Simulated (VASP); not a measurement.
Wanted: the native input for a VASP 6.6.1 run.

```
Task                   : single point
Functional             : r2SCAN
Potentials or basis    : VASP PAW PBE potentials, release 64 (Zn, S)
Cutoff                 : 520 eV
k mesh                 : 6 × 6 × 4
Occupations            : gaussian, width 0.05 eV
Spin                   : no spin polarisation
Dipole correction      : no
Further INCAR settings : ALGO = Normal; EDIFF = 1e-07; NBANDS = 26
```

ZnS:

```
Zn S
1.0
     3.80672    0.00000    0.00000
    -1.90336    3.29672    0.00000
     0.00000    0.00000    6.24574
Zn S
2 2
Direct
  0.38475 0.69237 0.01509
  0.66667 0.33333 0.50539
  0.33333 0.66667 0.37961
  0.66667 0.33333 0.87961
```

This cell differs from its parent crystal: atom 1 (Zn) moved -0.180 Å towards its neighbour atom 4 (S) at 2.334 Å.

One way to write it, as run:

POSCAR

```
ZnS
1.0
    3.8067217484      0.0000000000      0.0000000000
   -1.9033608742      3.2967177392      0.0000000000
    0.0000000000      0.0000000000      6.2457351519
Zn S
2 2
Direct
    0.3847475342      0.6923737671      0.0150880917
    0.6666666667      0.3333333333      0.5053880718
    0.3333333333      0.6666666667      0.3796119282
    0.6666666667      0.3333333333      0.8796119282
```

INCAR.step1

```
PREC = Accurate ; ENCUT = 520
ISMEAR = 0 ; SIGMA = 0.05
LREAL = F ; LASPH = T
NELM = 80 ; NBANDS = 26
GGA = PE ; ALGO = Normal
EDIFF = 1E-4 ; LWAVE = T
LCHARG = F
```

INCAR.step2

```
PREC = Accurate ; ENCUT = 520
EDIFF = 1E-7 ; ISMEAR = 0
SIGMA = 0.05 ; LREAL = F
LASPH = T ; NELM = 80
ALGO = Normal ; ISIF = 2
LWAVE = F ; LCHARG = F
METAGGA = R2SCAN ; LMIXTAU = T
NBANDS = 26 ; ISTART = 1
```

KPOINTS

```
Automatic mesh
0
Gamma
  6 6 4
```

Potentials or basis: VASP PAW PBE potentials, release 64 (Zn, S).

Launch:

```console
$ cat potpaw_PBE.64/Zn/POTCAR potpaw_PBE.64/S/POTCAR > POTCAR
$ cp INCAR.step1 INCAR
$ mpirun -np 1 vasp_std > vasp.out
$ cp INCAR.step2 INCAR
$ mpirun -np 1 vasp_std > vasp.out
```

It gave:

```yaml
Pressure: 0.4 GPa
Largest_force: 0.719 eV/Å
Band_gap_on_the_k_mesh: 2.69 eV
```

Caveat: the cell differs from its parent crystal (atom 1 (Zn) moved -0.180 Å towards its neighbour atom 4 (S) at 2.334 Å); the PAW data sets were made with another functional, which shifts forces and pressure a little.

Wall time 5 min on 1 thread of Intel(R) Xeon(R) Platinum 8259CL CPU @ 2.50GHz (Skylake/Cascade Lake) (shared host), peak memory 0.25 GiB.
